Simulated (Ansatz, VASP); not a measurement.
## One calculation of SnO, two programs

```
Sn O
1.0
     3.80200   -0.01901   -0.01901
    -0.01901    3.80200   -0.01901
    -0.02418   -0.02418    4.83600
Sn O
2 2
Cartesian
  -0.0153 1.8952 1.1439
  1.8826 -0.0279 3.6731
  0.0000 0.0000 0.0000
  1.8915 1.8915 -0.0190
```

Change from the starting cell: equal xy, yz and zx shear strains of -1 %, crystal datasets.

Alike in both runs: task electric field gradients; functional PBE; k mesh 8 × 8 × 6; occupations fermi-dirac, width 0.01 eV; no spin polarisation.

|  | VASP | Ansatz |
| --- | --- | --- |
| version | VASP 6.6.1 | Ansatz 0.2.0 |
| potentials or method | VASP PAW PBE potentials, release 64 (Sn_d, O), cutoff 520 eV | all-electron PAW with datasets made for the crystal, scalar-relativistic |

Ansatz gave:

* pressure (GPa): 4.2
* traceless stress, the component that is largest in VASP (GPa): 0.84
* rms of the force components (eV/Å): 0.149
* size of Vzz on the site where it differs most (V/Å²): 174.3

Problem. What did VASP give for the same quantities?

Solution. Pressure (GPa): 4.5; traceless stress, the component that is largest in VASP (GPa): 0.84; rms of the force components (eV/Å): 0.184; size of Vzz on the site where it differs most (V/Å²): 166.8.

Atom by atom the forces differ by 0.036 eV/Å (rms over components). Ansatz ran all-electron here, and VASP with PAW potentials.
